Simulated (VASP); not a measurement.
# MoS2 (R3m) in VASP: notebook

The runs below take MoS2 through electric field gradients, with PBEsol.

Program: VASP 6.6.1. These are calculated values, not measurements. Logs are shortened: lines on timing, memory, paths and dates and some standing lists are left out, and cuts for length are marked.

### 1 The cell of the first run

It takes space group R3m (No. 160, trigonal). The conventional cell has a = 3.098 Å, b = 3.098 Å, c = 17.995 Å, α = 90.00°, β = 90.00°, γ = 120.00°. Mo (site symmetry 3m) has 6 S at 2.32 Å and 6 Mo at 3.10 Å within 3.1 Å. Within 3.1 Å of S (site symmetry 3m) lie 3 Mo at 2.32 Å and 7 S at 2.94 to 3.10 Å. Within 3.1 Å of S (site symmetry 3m) lie 3 Mo at 2.32 Å and 7 S at 2.94 to 3.10 Å.

### 2 Electric field gradients, PBEsol (16.62 Å³/atom)

File INCAR:

```
ALGO = Normal ; EDIFF = 1E-8
ENCUT = 520 ; GGA = PS
ISIF = 2 ; ISMEAR = -1
LASPH = T ; LCHARG = F
LEFG = T ; LREAL = F
LWAVE = F ; NBANDS = 20
NELM = 60 ; PREC = Accurate
SIGMA = 0.05
```

File KPOINTS:

```
k-points
0
Gamma
  13 13 13
```

File POSCAR:

```
MoS2
1.0
    1.5492157804      0.8944401478      5.9983290071
   -1.5492157804      0.8944401478      5.9983290071
    0.0000000000     -1.7888802957      5.9983290071
Mo S
1 2
Direct
    0.0000000000      0.0000000000      0.0000000000
    0.7484000000      0.7484000000      0.7484000000
    0.5849000000      0.5849000000      0.5849000000
```

Potentials or basis: VASP PAW PBE potentials, release 64 (Mo_sv, S).

Run with:

```console
$ cat potpaw_PBE.64/Mo_sv/POTCAR potpaw_PBE.64/S/POTCAR > POTCAR
$ mpirun -np 1 vasp_std > vasp.out
```

OUTCAR:

```text
EDIFF = 1E-8
   ENCUT = 520
   GGA = PS
   ISIF = 2
   ISMEAR = -1
   LASPH = T
   LREAL = F
   NELM = 60
   PREC = Accurate

 ion  position               nearest neighbor table
   1  0.000  0.000  0.000-   2 2.32   2 2.32   2 2.32   3 2.32   3 2.32   3 2.32
   2  0.748  0.748  0.748-   1 2.32   1 2.32   1 2.32
   3  0.585  0.585  0.585-   1 2.32   1 2.32   1 2.32

  LATTYP: Found a trigonal (rhomboedric) cell.
 ALAT       =     6.2593964237
 COS(alpha) =     0.8774851014

  Lattice vectors:

 A1 = (   1.5492157804,   0.8944401478,   5.9983290071)
 A2 = (  -1.5492157804,   0.8944401478,   5.9983290071)
 A3 = (   0.0000000000,  -1.7888802957,   5.9983290071)

Analysis of symmetry for initial positions (statically):
=====================================================================
 Subroutine PRICEL returns:
 Original cell was already a primitive cell.

 Routine SETGRP: Setting up the symmetry group for a
 trigonal (rhombohedral) supercell.

 Subroutine GETGRP returns: Found  6 space group operations
 (whereof  6 operations were pure point group operations)
 out of a pool of 12 trial point group operations.

The static configuration has the point symmetry C_3v.

Analysis of symmetry for dynamics (positions and initial velocities):
=====================================================================
 Subroutine PRICEL returns:
 Original cell was already a primitive cell.

 Routine SETGRP: Setting up the symmetry group for a
 trigonal (rhombohedral) supercell.

 Subroutine GETGRP returns: Found  6 space group operations
 (whereof  6 operations were pure point group operations)
 out of a pool of 12 trial point group operations.

The dynamic configuration has the point symmetry C_3v.

 Subroutine INISYM returns: Found  6 space group operations
 (whereof  6 operations are pure point group operations),
 and found     1 'primitive' translations

----------------------------------------------------------------------------------------

                                     Primitive cell

  volume of cell :      49.8706

[... 128 lines left out ...]

 Free energy of the ion-electron system (eV)
  ---------------------------------------------------
  ext. energy  EPLUGINS =         0.00000000
  ---------------------------------------------------
  free energy    TOTEN  =       -23.20037453 eV

  energy without entropy =      -23.20036728  energy(sigma->0) =      -23.20037090

 E-fermi :   8.9254     XC(G=0): -11.2821

 val. band max:        8.6365985006   @ k =   0.4615   0.4615   0.4615
 cond. band min:       9.3660947293   @ k =  -0.3077   0.3077   0.0000
 fundamental gap:      0.7294962286
 Fermi energy:         8.9254414450

 k-point     1 :       0.0000    0.0000    0.0000
  band No.  band energies     occupation
      1     -53.0012      2.00000
      2     -27.2887      2.00000
      3     -26.9842      2.00000
      4     -26.9842      2.00000
      5      -7.2195      2.00000
      6      -5.1288      2.00000
[... 541 lines left out ...]
     19      16.4441      0.00000
     20      17.1567      0.00000

 [... further k-points ...]

------------------------ aborting loop because EDIFF is reached ----------------------------------------

  FORCE on cell =-STRESS in cart. coord.  units (eV):
  Direction    XX          YY          ZZ          XY          YZ          ZX
  --------------------------------------------------------------------------------------
  -------------------------------------------------------------------------------------
  Total        4.0599046      4.0599046      6.9031005      0.0000000     -0.0000000      0.0000000
  in kB      130.4312572    130.4312572    221.7737028      0.0000000     -0.0000000      0.0000000
  external PRESSURE =     160.8787391 kB  Pullay stress =       0.0000000 kB

 VOLUME and BASIS-vectors are now :
 -----------------------------------------------------------------------------
  energy-cutoff  :      520.00
  volume of cell :       49.87
      direct lattice vectors                 reciprocal lattice vectors
     1.549215780  0.894440148  5.998329007     0.322743937  0.186336299  0.055571032
    -1.549215780  0.894440148  5.998329007    -0.322743937  0.186336299  0.055571032
     0.000000000 -1.788880296  5.998329007     0.000000000 -0.372672598  0.055571032

 POSITION                                       TOTAL-FORCE (eV/Angst)
 -----------------------------------------------------------------------------------
      0.00000      0.00000      0.00000         0.000000      0.000000     -0.003686
      0.00000     -0.00000     13.46745         0.000000     -0.000000      2.269831
      0.00000     -0.00000     10.52527         0.000000      0.000000     -2.266145
 -----------------------------------------------------------------------------------
    total drift:                                0.000000      0.000000     -0.000010

  FREE ENERGIE OF THE ION-ELECTRON SYSTEM (eV)
  ---------------------------------------------------
  free  energy   TOTEN  =       -23.2003745293 eV

  energy  without entropy=      -23.2003672767  energy(sigma->0) =      -23.20037090

 Electric field gradients (V/A^2)
---------------------------------------------------------------------
 ion       V_xx      V_yy      V_zz      V_xy      V_xz      V_yz
---------------------------------------------------------------------
   1      50.427    50.427  -100.853     0.000     0.000     0.000
   2      33.723    33.723   -67.445     0.000    -0.000     0.000
   3      32.849    32.849   -65.699     0.000     0.000     0.000
---------------------------------------------------------------------

 Electric field gradients after diagonalization (V/A^2)
 (convention: |V_zz| > |V_xx| > |V_yy|)
----------------------------------------------------------------------
 ion       V_xx      V_yy      V_zz     asymmetry (V_yy - V_xx)/ V_zz
----------------------------------------------------------------------
   1      50.427    50.427  -100.853       0.000
   2      33.723    33.723   -67.445       0.000
   3      32.849    32.849   -65.699       0.000
----------------------------------------------------------------------

           NMR quadrupolar parameters

 Cq : quadrupolar parameter    Cq=e*Q*V_zz/h
 eta: asymmetry parameters     (V_yy - V_xx)/ V_zz
 Q  : nuclear electric quadrupole moment in mb (millibarn)
----------------------------------------------------------------------
 ion       Cq(MHz)       eta       Q (mb)
----------------------------------------------------------------------
   1      -0.244       0.000       1.000
   2      -0.163       0.000       1.000
   3      -0.159       0.000       1.000
----------------------------------------------------------------------
```

stdout:

```text
POSCAR found type information on POSCAR MoS
 POSCAR found :  2 types and       3 ions
 scaLAPACK will be used
 -----------------------------------------------------------------------------
|                                                                             |
|                                                                             |
|     You enforced a specific xc type in the INCAR file but a different       |
|     I HOPE YOU KNOW WHAT YOU ARE DOING!                                     |
|                                                                             |
 -----------------------------------------------------------------------------

 LDA part: xc-table for (Slater+PW92), standard interpolation
 POSCAR, INCAR and KPOINTS ok, starting setup
 FFT: planning ... GRIDC
 FFT: planning ... GRID_SOFT
 FFT: planning ... GRID
 WAVECAR not read
 entering main loop
ion   1

ion   2

ion   3
```

It took 4.3 min on 1 thread of Intel Xeon 6975P-C (Granite Rapids), shared host; peak memory 0.45 GiB.

Results:

* Free energy: -23.2004 eV
* Pressure: 16.1 GPa
* Largest force: 2.270 eV/Å
* Band gap on the k mesh: 0.73 eV (least direct gap 1.97 eV)
* Largest electric field gradient by atom: Mo -100.9; S -67.4, -65.7 V/Å²

Forces on the atoms (eV/Å):
```
Mo   0.000  0.000 -0.004
S    0.000  0.000  2.270
S    0.000  0.000 -2.266
```

Levels at points of the mesh, in eV from the valence-band top:
```csv
k point,band 10,band 11,band 12,band 13,band 14,band 15,band 16,band 17
"(0.00, 0.00, 0.00)",-2.88,-2.88,-1.43,-1.38,1.96,1.96,2.62,2.62
```

Electric field gradients, principal values (V/Å²):
| atom | least | middle | greatest (by size) |
| --- | --- | --- | --- |
| 1 Mo | 50.427 | 50.427 | -100.853 |
| 2 S | 33.723 | 33.723 | -67.445 |
| 3 S | 32.849 | 32.849 | -65.699 |

Caveat: the cell stands under pressure; without QUAD_EFG the Cq values of the log hold for a quadrupole moment of 1 mb, not for the nuclei; the PAW data sets were made with another functional, which shifts forces and pressure a little; an odd mesh through Γ misses points on the zone boundary, where band edges can lie.

(Continued in part 2 of 2.)
